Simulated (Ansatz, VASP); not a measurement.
## One calculation of LiF, two programs

```
Li F
1.0
     0.00000    2.01400    1.91330
     2.01400    0.00000    1.91330
     2.01400    2.01400    0.00000
Li F
1 1
Direct
  0.00000 0.00000 0.00000
  0.50000 0.50000 0.50000
```

Change from the starting cell: strain +0.000 along x and y, -0.050 along z, atoms carried along.

Alike in both runs: task single point; functional PBE; k mesh 10 × 10 × 10; occupations gaussian, width 0.05 eV; no spin polarisation.

|  | VASP | Ansatz |
| --- | --- | --- |
| version | VASP 6.6.1 | Ansatz 0.2.0 |
| potentials or method | VASP PAW PBE potentials, release 64 (Li_sv, F), cutoff 520 eV | scalar-relativistic, plane waves, PAW |
| valence electrons in the cell | 10 | 10 |

|  | VASP | Ansatz | Ansatz less VASP |
| --- | --- | --- | --- |
| gap on the k mesh at the Fermi level (eV) | 9.51 | 9.50 | -0.002 |
| least direct gap on the mesh (eV) | 9.51 | 9.50 | -0.002 |

Noted on VASP's run: the cutoff is short for stress, so the pressure is rough.
